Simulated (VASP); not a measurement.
The system is AlFe.

```
Fe Al
1.0
     2.91000    0.00000    0.00000
     0.00000    2.91000    0.00000
     0.00000    0.00000    2.91000
Fe Al
1 1
Direct
  0.50000 0.50000 0.50000
  0.00000 0.00000 0.00000
```

Base run:

* Program: VASP 6.6.1
* Functional: RPBE
* Potentials or basis: VASP PAW PBE potentials, release 64 (Fe, Al)
* Cutoff: 520 eV
* k mesh: 9 × 9 × 9
* Occupations: fermi-dirac, width 0.05 eV
* Spin: collinear spin, ferromagnetic start
* Starting moments: [3.0, 0.0] μB

Its results: pressure -2.5 GPa; net moment 0.67 μB per cell; site moments Fe +0.72; Al -0.03 μB.

Question: After a change of settings the same cell gave: pressure -13.9 GPa; net moment 1.00 μB per cell; site moments Fe +1.27; Al -0.10 μB. Which change was it?
A. functional from RPBE to PBE; occupations from fermi-dirac, width 0.05 eV to gaussian, width 0.027 eV
B. functional from RPBE to r2SCAN0; cutoff from 520 eV to 580 eV; k mesh from 9 × 9 × 9 to 5 × 5 × 5
C. functional from RPBE to LDA; potentials or basis from VASP PAW PBE potentials, release 64 (Fe, Al) to VASP PAW LDA potentials, release 64 (Fe, Al)

Answer: B.

Caveats: some runs use coarse meshes; the PAW data sets were made with another functional, which shifts forces and pressure a little.
